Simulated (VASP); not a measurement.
# SiO2 (I-42d) in VASP: settings compared

SiO2 is run at these levels: LDA, r2SCAN, PBE; tasks: relaxation of cell and atoms, single point.

All numbers are computed with VASP 6.6.1; they aren't measurements. Logs are shortened: lines on timing, memory, paths and dates and some standing lists are left out, and cuts for length are marked.

### 1 The cell of the first run

The structure is tetragonal, space group I-42d (No. 122). Conventional cell: a = 5.027 Å, b = 5.027 Å, c = 7.379 Å, α = 90.00°, β = 90.00°, γ = 90.00°. Within 2.2 Å of Si (site symmetry -4) lie 4 O at 1.63 Å. Within 2.2 Å of O (site symmetry 2) lie 2 Si at 1.63 Å.

### 2 Relaxation of cell and atoms, LDA

INCAR reads:

```
SYSTEM = SiO2
PREC = Accurate
ENCUT = 600
EDIFF = 1E-6
ISMEAR = -1
SIGMA = 0.02
LREAL = .FALSE.
LASPH = .TRUE.
NELM = 100
ALGO = Normal
ISIF = 3
LWAVE = .FALSE.
LCHARG = .FALSE.
GGA = CA
IBRION = 2
NSW = 80
EDIFFG = -0.005
```

KPOINTS reads:

```
Automatic mesh
0
G
  6 6 6
  0 0 0
```

POSCAR reads:

```
SiO2
1.0
   -2.5133695130      2.5133695130      3.6893902840
    2.5133695130     -2.5133695130      3.6893902840
    2.5133695130      2.5133695130     -3.6893902840
Si O
2 4
Direct
    0.0000000000      0.0000000000      0.0000000000
    0.7500000000      0.2500000000      0.5000000000
    0.9670112353      0.6250000000      0.8420112353
    0.3750000000      0.2170112353      0.3420112353
    0.7829887647      0.1250000000      0.1579887647
    0.8750000000      0.0329887647      0.6579887647
```

Potentials or basis: VASP PAW LDA potentials, release 64 (Si, O).

The run is started by

```bash
> cat potpaw_LDA.64/Si/POTCAR potpaw_LDA.64/O/POTCAR > POTCAR
> mpirun -np 1 vasp_std > vasp.out
```

OUTCAR:

```text
SYSTEM = SiO2
   PREC = Accurate
   ENCUT = 600
   EDIFF = 1E-6
   ISMEAR = -1
   LREAL = .FALSE.
   LASPH = .TRUE.
   NELM = 100
   ISIF = 3
   GGA = CA
   IBRION = 2
   NSW = 80
   EDIFFG = -0.005

 ion  position               nearest neighbor table
   1  0.000  0.000  0.000-   3 1.63   4 1.63   5 1.63   6 1.63   2 3.12   2 3.12   2 3.12   2 3.12

   2  0.750  0.250  0.500-   4 1.63   3 1.63   5 1.63   6 1.63   1 3.12   1 3.12   1 3.12   1 3.12

   3  0.967  0.625  0.842-   1 1.63   2 1.63
   4  0.375  0.217  0.342-   2 1.63   1 1.63
   5  0.783  0.125  0.158-   1 1.63   2 1.63
   6  0.875  0.033  0.658-   1 1.63   2 1.63

  LATTYP: Found a body centered tetragonal cell.
 ALAT       =     5.0267390260
 C/A-ratio  =     1.4679060381

  Lattice vectors:

 A1 = (  -2.5133695130,   2.5133695130,   3.6893902840)
 A2 = (   2.5133695130,  -2.5133695130,   3.6893902840)
 A3 = (   2.5133695130,   2.5133695130,  -3.6893902840)

Analysis of symmetry for initial positions (statically):
=====================================================================
 Subroutine PRICEL returns:
 Original cell was already a primitive cell.

 Routine SETGRP: Setting up the symmetry group for a
 body centered tetragonal supercell.

 Subroutine GETGRP returns: Found  8 space group operations
 (whereof  4 operations were pure point group operations)
 out of a pool of 16 trial point group operations.

The static configuration has the point symmetry S_4 .
 The point group associated with its full space group is D_2d.

Analysis of symmetry for dynamics (positions and initial velocities):
=====================================================================
 Subroutine PRICEL returns:
 Original cell was already a primitive cell.

 Routine SETGRP: Setting up the symmetry group for a
 body centered tetragonal supercell.

 Subroutine GETGRP returns: Found  8 space group operations
 (whereof  4 operations were pure point group operations)
 out of a pool of 16 trial point group operations.

The dynamic configuration has the point symmetry S_4 .
 The point group associated with its full space group is D_2d.

 Subroutine INISYM returns: Found  8 space group operations
 (whereof  4 operations are pure point group operations),
 and found     1 'primitive' translations

----------------------------------------------------------------------------------------

                                     Primitive cell

  volume of cell :      93.2239

  direct lattice vectors                    reciprocal lattice vectors
    -2.513369513  2.513369513  3.689390284     0.000000000  0.198936128  0.135523748
     2.513369513 -2.513369513  3.689390284     0.198936128  0.000000000  0.135523748
     2.513369513  2.513369513 -3.689390284     0.198936128  0.198936128  0.000000000

  length of vectors
     5.123051170  5.123051170  5.123051170     0.240712005  0.240712005  0.281338171

  position of ions in fractional coordinates (direct lattice)
     0.000000000  0.000000000  0.000000000
     0.750000000  0.250000000  0.500000000
     0.967011235  0.625000000  0.842011235
     0.375000000  0.217011235  0.342011235
     0.782988765  0.125000000  0.157988765
     0.875000000  0.032988765  0.657988765

  ion indices of the primitive-cell ions
   primitive index   ion index
                 1           1
                 2           2
                 3           3
                 4           4
                 5           5
                 6           6

----------------------------------------------------------------------------------------

 KPOINTS: Automatic mesh

Automatic generation of k-mesh.
 Grid dimensions read from file:
 generate k-points for:    6    6    6

 Generating k-lattice:

  Cartesian coordinates                     Fractional coordinates (reciprocal lattice)
     0.000000000  0.033156021  0.022587291     0.166666667  0.000000000  0.000000000
     0.033156021  0.000000000  0.022587291     0.000000000  0.166666667  0.000000000
     0.033156021  0.033156021  0.000000000     0.000000000  0.000000000  0.166666667

[... 46 lines left out ...]
  band No.  band energies     occupation
      1     -19.6900      2.00000
      2     -17.3830      2.00000
      3     -17.3830      2.00000
      4     -17.3335      2.00000
      5      -9.9480      2.00000
      6      -6.1964      2.00000
[... 12 lines left out ...]
     19      10.1786      0.00000
[... 513 lines left out ...]
      4     -17.3935      2.00000
      5      -9.1478      2.00000
      6      -6.4639      2.00000
[... 12 lines left out ...]
     19       9.7486      0.00000
     20      10.1236      0.00000

 [... further k-points ...]

------------------------ aborting loop because EDIFF is reached ----------------------------------------

  FORCE on cell =-STRESS in cart. coord.  units (eV):
  Direction    XX          YY          ZZ          XY          YZ          ZX
  --------------------------------------------------------------------------------------
  -------------------------------------------------------------------------------------
  Total        4.7641700      4.7641700      4.6585232      0.0000000      0.0000000      0.0000000
  in kB       88.3500273     88.3500273     86.3908406      0.0000000      0.0000000      0.0000000
  external PRESSURE =      87.6969651 kB  Pullay stress =       0.0000000 kB
[... 61 lines left out ...]
  FREE ENERGIE OF THE ION-ELECTRON SYSTEM (eV)
  ---------------------------------------------------
  free  energy   TOTEN  =       -51.9025852423 eV

  energy  without entropy=      -51.9025852423  energy(sigma->0) =      -51.90258524

[... ionic steps 4 to 14 ...]

--------------------------------------- Ionic step       15  -------------------------------------------

 number of electron      31.9999996 magnetization

------------------------ aborting loop because EDIFF is reached ----------------------------------------

  FORCE on cell =-STRESS in cart. coord.  units (eV):
  Direction    XX          YY          ZZ          XY          YZ          ZX
  --------------------------------------------------------------------------------------
  -------------------------------------------------------------------------------------
  Total       -0.1388952     -0.1388952     -0.1803217      0.0000000      0.0000000      0.0000000
  in kB       -2.5224982     -2.5224982     -3.2748521      0.0000000      0.0000000      0.0000000
  external PRESSURE =      -2.7732828 kB  Pullay stress =       0.0000000 kB
[... 65 lines left out ...]
  energy  without entropy=      -51.9054959276  energy(sigma->0) =      -51.90549593

--------------------------------------- Ionic step       17  -------------------------------------------

 number of electron      31.9999996 magnetization

 Free energy of the ion-electron system (eV)
  ---------------------------------------------------
  ext. energy  EPLUGINS =         0.00000000
  ---------------------------------------------------
  free energy    TOTEN  =       -51.90550363 eV

  energy without entropy =      -51.90550363  energy(sigma->0) =      -51.90550363

 E-fermi :  -0.1263     XC(G=0):  -8.8209

 val. band max:       -0.5950599304   @ k =   0.0000   0.0000   0.0000
 cond. band min:       5.1727960170   @ k =   0.0000   0.0000   0.0000
 fundamental gap:      5.7678559474
 Fermi energy:        -0.1262674011

 k-point     1 :       0.0000    0.0000    0.0000
  band No.  band energies     occupation
      1     -19.5957      2.00000
      2     -17.4134      2.00000
      3     -17.4134      2.00000
      4     -17.3490      2.00000
      5      -9.8326      2.00000
      6      -6.1696      2.00000
[... 12 lines left out ...]
     19      10.0055      0.00000
[... 513 lines left out ...]
      4     -17.4195      2.00000
      5      -9.0736      2.00000
      6      -6.4307      2.00000
[... 12 lines left out ...]
     19       9.2602      0.00000
     20       9.6135      0.00000

 [... further k-points ...]

------------------------ aborting loop because EDIFF is reached ----------------------------------------

  FORCE on cell =-STRESS in cart. coord.  units (eV):
  Direction    XX          YY          ZZ          XY          YZ          ZX
  --------------------------------------------------------------------------------------
  -------------------------------------------------------------------------------------
  Total       -0.0239133     -0.0239133     -0.0045819      0.0000000     -0.0000000      0.0000000
  in kB       -0.4340678     -0.4340678     -0.0831688      0.0000000     -0.0000000      0.0000000
  external PRESSURE =      -0.3171015 kB  Pullay stress =       0.0000000 kB
[... 21 lines left out ...]
  FREE ENERGIE OF THE ION-ELECTRON SYSTEM (eV)
  ---------------------------------------------------
  free  energy   TOTEN  =       -51.9055036293 eV

  energy  without entropy=      -51.9055036293  energy(sigma->0) =      -51.90550363

 reached required accuracy - stopping structural energy minimisation
```

It took 8.9 min on 1 thread of Intel Xeon Platinum 8259CL at 2.50GHz (Skylake/Cascade Lake), shared host; peak memory 0.23 GiB.

What came out:

| Item | Value |
| --- | --- |
| Free energy | -51.9055 eV |
| Relaxed volume | 14.71 Å³/atom |
| Relaxed cell | a = 5.039 Å, b = 5.039 Å, c = 5.039 Å, α = 121.53°, β = 121.53°, γ = 87.36° |
| Space group after relaxing (to 0.05 Å) | I-42d (No. 122) |
| Energy gained by relaxing | 9.5 meV/atom |
| Ionic steps | 17 |
| Pressure after relaxing | 0.0 GPa |
| Largest force after relaxing | 0.003 eV/Å |
| Band gap on the k mesh | 5.77 eV, direct |

Forces on the atoms (eV/Å):
```
Si   0.000  0.000  0.000
Si   0.000  0.000  0.000
O    0.000 -0.003  0.000
O   -0.003  0.000  0.000
O    0.000  0.003  0.000
O    0.003  0.000  0.000
```

The path:
| step | energy change (eV) | largest force (eV/Å) | pressure (GPa) | volume (Å³) |
| --- | --- | --- | --- | --- |
| 1 | 0.0000 | 0.3277 | -5.35 | 93.22 |
| 2 | 0.0598 | 0.5785 | 8.77 | 86.40 |
| 3 | -0.0541 | 0.0223 | -0.11 | 90.36 |
| 4 | -0.0541 | 0.0301 | -0.01 | 90.30 |
| 5 | -0.0542 | 0.0289 | 0.00 | 90.25 |
| 6 | -0.0546 | 0.0266 | 0.00 | 90.10 |
| 7 | -0.0553 | 0.0215 | 0.00 | 89.80 |
| 8 | -0.0561 | 0.0102 | 0.00 | 89.21 |
| 9 | -0.0553 | 0.0253 | -0.13 | 88.03 |
| 10 | -0.0562 | 0.0029 | -0.06 | 88.84 |
| 11 | -0.0564 | 0.0084 | 0.13 | 88.65 |
| 12 | -0.0565 | 0.0203 | 0.31 | 88.41 |
| 13 | -0.0567 | 0.0159 | 0.25 | 88.39 |
| 14 | -0.0569 | 0.0040 | 0.08 | 88.34 |
| 15 | -0.0568 | 0.0214 | -0.28 | 88.22 |
| 16 | -0.0570 | 0.0053 | -0.06 | 88.30 |
| 17 | -0.0570 | 0.0032 | -0.03 | 88.27 |

Final structure:
```
Si O
1.0
    -2.46077    2.46077    3.64410
     2.46077   -2.46077    3.64410
     2.46077    2.46077   -3.64410
Si O
2 4
Direct
  0.00000 0.00000 0.00000
  0.75000 0.25000 0.50000
  0.97550 0.62500 0.85050
  0.37500 0.22550 0.35050
  0.77450 0.12500 0.14950
  0.87500 0.02450 0.64950
```

Levels at points of the mesh, in eV from the valence-band top:
```
           k point  band 12  band 13  band 14  band 15  band 16  band 17  band 18  band 19  band 20
(0.00, 0.00, 0.00)    -1.61    -1.56    -0.71     0.00     0.00     5.77     8.59    10.60    10.60
(0.50, 0.00, 0.00)    -1.64    -1.51    -0.78    -0.47    -0.15     8.16     8.76     9.52    10.07
(0.50, 0.50, 0.00)    -2.11    -0.97    -0.97    -0.32    -0.32     8.98     8.98    10.08    10.08
(0.50, 0.50, 0.50)    -2.11    -1.49    -1.49    -0.31    -0.31     8.74     8.74    10.01    10.01
```

### 3 Single point, r2SCAN

This run uses another cell than the first one, of 14.90 Å³/atom, 0.959 times its volume.

POSCAR reads:

```
SiO2
1.0
   -2.4719631570      2.4719631570      3.6578428214
    2.4719631570     -2.4719631570      3.6578428214
    2.4719631570      2.4719631570     -3.6578428214
Si O
2 4
Direct
    0.0000000000      0.0000000000      0.0000000000
    0.7500000000      0.2500000000      0.5000000000
    0.9733623208      0.6250000000      0.8483623208
    0.3750000000      0.2233623208      0.3483623208
    0.7766376792      0.1250000000      0.1516376792
    0.8750000000      0.0266376792      0.6516376792
```

INCAR.step1 reads:

```
ALGO = Normal
EDIFF = 1E-4
ENCUT = 520
GGA = PE
ISMEAR = 0
LASPH = True
LCHARG = False
LREAL = False
LWAVE = True
NBANDS = 25
NELM = 80
PREC = Accurate
SIGMA = 0.01
```

INCAR.step2 reads:

```
ALGO = Normal
EDIFF = 1E-6
ENCUT = 520
ISIF = 2
ISMEAR = 0
ISTART = 1
LASPH = True
LCHARG = False
LMIXTAU = True
LREAL = False
LWAVE = False
METAGGA = R2SCAN
NBANDS = 25
NELM = 80
PREC = Accurate
SIGMA = 0.01
```

KPOINTS reads:

```
k-points
0
Gamma
  8 8 8
```

Potentials or basis: VASP PAW PBE potentials, release 64 (Si, O).

The run is started by

```bash
> cat potpaw_PBE.64/Si/POTCAR potpaw_PBE.64/O/POTCAR > POTCAR
> cp INCAR.step1 INCAR
> mpirun -np 1 vasp_std > vasp.out
> cp INCAR.step2 INCAR
> mpirun -np 1 vasp_std > vasp.out
```

Run time: 6.8 min. Hardware: 1 thread of Intel Xeon Platinum 8259CL at 2.50GHz (Skylake/Cascade Lake), shared host; peak memory 0.3 GiB.

It converged, with:

| Item | Value |
| --- | --- |
| Free energy | -59.5882 eV |
| Pressure | 0.2 GPa |
| Band gap on the k mesh | 6.56 eV, direct |

Forces on the atoms (eV/Å):
```
Si   0.000  0.000  0.000
Si   0.000  0.000  0.000
O    0.000  0.002  0.000
O    0.002  0.000  0.000
O    0.000 -0.002  0.000
O   -0.002  0.000  0.000
```

Levels at points of the mesh, in eV from the valence-band top:
```
           k point  band 13  band 14  band 15  band 16  band 17  band 18  band 19  band 20
(0.00, 0.00, 0.00)    -1.57    -0.71     0.00     0.00     6.56     9.70    11.72    11.74
(0.50, 0.00, 0.00)    -1.51    -0.80    -0.49    -0.14     9.07     9.60    10.51    11.18
(0.50, 0.50, 0.00)    -0.99    -0.99    -0.34    -0.34     9.87     9.87    11.22    11.22
(0.50, 0.50, 0.50)    -1.50    -1.50    -0.32    -0.32     9.63     9.63    11.11    11.11
```

Caveat: the PAW data sets were made with another functional, which shifts forces and pressure a little. r2SCAN opens gaps a little over a GGA but as a rule still falls short of measured ones.

### 4 Relaxation of cell and atoms, PBE

This run uses another cell than the first one, of 14.07 Å³/atom, 0.905 times its volume.

INCAR reads:

```
PREC     = Accurate       # precision mode
ENCUT    = 600            # plane-wave cutoff, eV
EDIFF    = 1E-6           # SCF threshold, eV
ISMEAR   = -1             # smearing method
SIGMA    = 0.02           # smearing width, eV
LREAL    = False          # projectors in reciprocal space
LASPH    = True           # aspherical terms in the spheres
NELM     = 60             # most SCF steps
ALGO     = Normal         # electronic algorithm
ISIF     = 3              # what is computed and relaxed
LWAVE    = False          # write WAVECAR
LCHARG   = False          # write CHGCAR
GGA      = PE             # functional
IBRION   = 2              # ionic algorithm
NSW      = 80             # ionic steps
EDIFFG   = -0.005         # ionic threshold
```

KPOINTS reads:

```
Automatic mesh
0
Gamma
  8 8 8
```

POSCAR reads:

```
SiO2
1.0
   -2.3740500000      2.3740500000      3.7440000000
    2.3740500000     -2.3740500000      3.7440000000
    2.3740500000      2.3740500000     -3.7440000000
Si O
2 4
Direct
    0.0000000000      0.0000000000      0.0000000000
    0.7500000000      0.2500000000      0.5000000000
    0.9983800000      0.6250000000      0.8733800000
    0.3750000000      0.2483800000      0.3733800000
    0.7516200000      0.1250000000      0.1266200000
    0.8750000000      0.0016200000      0.6266200000
```

The run is started by

```bash
> cat potpaw_PBE.64/Si/POTCAR potpaw_PBE.64/O/POTCAR > POTCAR
> mpirun -np 1 vasp_std > vasp.out
```

Wall time 14 min (1 thread of Intel Xeon Platinum 8259CL at 2.50GHz (Skylake/Cascade Lake), shared host); peak memory 0.3 GiB.

The run converged. Its results:

- Free energy: -47.4909 eV
- Relaxed volume: 15.58 Å³/atom
- Relaxed cell: a = 5.126 Å, b = 5.126 Å, c = 5.126 Å, α = 121.18°, β = 121.18°, γ = 87.97°
- Space group after relaxing (to 0.05 Å): I-42d (No. 122)
- Energy gained by relaxing: 14.1 meV/atom
- Ionic steps: 16
- Pressure after relaxing: 0.0 GPa
- Band gap on the k mesh: 5.73 eV, direct

Step by step:
```
step  energy change (eV)  largest force (eV/Å)  pressure (GPa)  volume (Å³)
   1              0.0000                0.1282            3.44        84.41
   2              0.0092                0.4607           -3.99        88.15
   3             -0.0193                0.1464           -0.08        86.07
   4             -0.0267                0.1446           -0.06        86.35
   5             -0.0439                0.1423            0.03        87.17
   6             -0.0559                0.1346            0.08        88.73
   7             -0.0665                0.0466            0.79        89.46
   8             -0.0734                0.0646            1.76        90.55
   9             -0.0775                0.0380            1.25        91.13
  10             -0.0831                0.0431           -0.25        92.87
  11             -0.0831                0.0472           -0.39        93.00
  12             -0.0831                0.0460           -0.36        92.95
  13             -0.0835                0.0391           -0.32        93.09
  14             -0.0842                0.0226           -0.27        93.48
  15             -0.0843                0.0161           -0.24        93.67
  16             -0.0844                0.0003            0.03        93.46
```

Final structure:
```
Si O
1.0
    -2.51709    2.51709    3.68792
     2.51709   -2.51709    3.68792
     2.51709    2.51709   -3.68792
Si O
2 4
Direct
  0.00000 0.00000 0.00000
  0.75000 0.25000 0.50000
  0.96573 0.62500 0.84073
  0.37500 0.21573 0.34073
  0.78427 0.12500 0.15927
  0.87500 0.03427 0.65927
```

Levels at points of the mesh, in eV from the valence-band top:
```csv
k point,band 14,band 15,band 16,band 17,band 18,band 19
"(0.00, 0.00, 0.00)",-0.63,0.00,0.00,5.73,8.72,10.18
"(0.50, 0.00, 0.00)",-0.80,-0.52,-0.13,7.92,8.81,9.56
"(0.50, 0.50, 0.00)",-0.99,-0.36,-0.36,8.89,8.89,10.02
"(0.50, 0.50, 0.50)",-1.43,-0.35,-0.35,8.72,8.72,10.21
```

Caveat: the volume moved by +11 % from the deposited cell, more than functionals usually miss. Zero-point motion and thermal expansion aren't in these numbers.

### 5 Overview

| task | level | potentials or basis | cell | k mesh | cutoff (eV) | smearing | gap on the mesh (eV) | pressure (GPa) | relaxed volume (Å³/atom) |
| --- | --- | --- | --- | --- | --- | --- | --- | --- | --- |
| relaxation of cell and atoms | LDA | VASP PAW LDA potentials, release 64 (Si, O) | relaxed from a = 5.123 Å, angles 121.2, 121.2, 87.9°, 6 atoms | 6 × 6 × 6 | 600 | fermi-dirac 0.02 eV | 5.77 | 0.0 | 14.71 |
| single point | r2SCAN | VASP PAW PBE potentials, release 64 (Si, O) | a = 5.060 Å, angles 121.5, 121.5, 87.4°, 6 atoms | 8 × 8 × 8 | 520 | gaussian 0.01 eV | 6.56 | 0.2 | - |
| relaxation of cell and atoms | PBE | VASP PAW PBE potentials, release 64 (Si, O) | relaxed from a = 5.029 Å, angles 123.7, 123.7, 83.8°, 6 atoms | 8 × 8 × 8 | 600 | fermi-dirac 0.02 eV | 5.73 | 0.0 | 15.58 |

Alike in all rows: no spin polarisation.

Caveats: the PAW data sets were made with another functional, which shifts forces and pressure a little (some runs); the volume moved by +11 % from the deposited cell, more than functionals usually miss (some runs).

Total energies depend on the potentials used, so only differences within one code and one set of settings carry meaning.
